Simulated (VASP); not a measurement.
Runs of VASP 6.6.1 on MoS2. The structure is that of space group P-3m1 (No. 164), or close to it. The cells are those of the table. 

| cell | gap on the mesh (eV) | largest force (eV/Å) |
| --- | --- | --- |
| a = 3.169, b = 3.169, c = 13.324 Å, angles 90.0, 90.0, 120.0°, 6 atoms | 1.15 | 0.07 |
| a = 3.169, b = 3.169, c = 14.324 Å, angles 90.0, 90.0, 120.0°, 6 atoms | (a) | 0.07 |
| a = 3.169, b = 3.169, c = 12.824 Å, angles 90.0, 90.0, 120.0°, 6 atoms | 1.06 | 0.07 |
| a = 3.169, b = 3.169, c = 16.324 Å, angles 90.0, 90.0, 120.0°, 6 atoms | 1.28 | 0.07 |

Alike in all rows: task single point; level PBE; potentials or basis VASP PAW PBE potentials, release 64 (Mo_sv, S); no spin polarisation; k mesh 6 × 6 × 2; cutoff (eV) 520; smearing fermi-dirac 0.15 eV.

Task: Fill in the values left out.

Result: (a) 1.24.

A k mesh can miss the band edges, and the runs leave out spin-orbit coupling on Mo.
